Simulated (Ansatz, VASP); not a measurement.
SrO: VASP beside Ansatz

```
Sr O
1.0
     4.38244   -0.25653    0.00000
    -2.41338    3.85929    0.00000
     0.00000    0.00000    5.08641
Sr O
2 2
Direct
  0.34774 0.63073 0.93551
  0.65226 0.36927 0.43551
  0.35272 0.66438 0.43949
  0.64728 0.33562 0.93949
```

Alike in both runs: task single point; functional PBEsol; k mesh 9 × 9 × 6; occupations gaussian, width 0.02 eV; no spin polarisation.

|  | VASP | Ansatz |
| --- | --- | --- |
| version | VASP 6.6.1 | Ansatz 0.2.0 |
| potentials or method | VASP PAW PBE potentials, release 64 (Sr_sv, O), cutoff 520 eV | scalar-relativistic, plane waves, PAW |
| valence electrons in the cell | 32 | 32 |

Ansatz gave:

```
gap on the k mesh at the Fermi level (eV)                     : 2.34
least direct gap on the mesh (eV)                             : 2.34
pressure (GPa)                                                : -2.5
traceless stress, the component that is largest in VASP (GPa) : -1.74
rms of the force components (eV/Å)                            : 0.559
```

Estimate VASP's values.

gap on the k mesh at the Fermi level (eV): 2.32; least direct gap on the mesh (eV): 2.32; pressure (GPa): -2.0; traceless stress, the component that is largest in VASP (GPa): -1.94; rms of the force components (eV/Å): 0.583.

VASP's potentials were made for PBE, not for PBEsol. Atom by atom the forces differ by 0.026 eV/Å (rms over components).
